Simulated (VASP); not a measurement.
Ge:

```
Ge
1.0
     0.00000    2.82877    2.82877
     2.82877    0.00000    2.82877
     2.82877    2.82877    0.00000
Ge
2
Cartesian
  2.8288 2.8288 2.8288
  4.2432 4.2432 4.2432
```

Base run:

* Program: VASP 6.6.1
* Functional: PBE
* Potentials or basis: VASP PAW PBE potentials, release 64 (Ge_d)
* Cutoff: 520 eV
* k mesh: 11 × 11 × 11
* Occupations: fermi-dirac, width 0.05 eV
* Spin: no spin polarisation

Its results: pressure 3.6 GPa.

The run is repeated on the same cell with these changes: functional from PBE to r2SCAN. What comes out?

Pressure 0.7 GPa.

Caveats: the cell stands under pressure (at least some runs); the PAW data sets were made with another functional, which shifts forces and pressure a little (at least some runs).
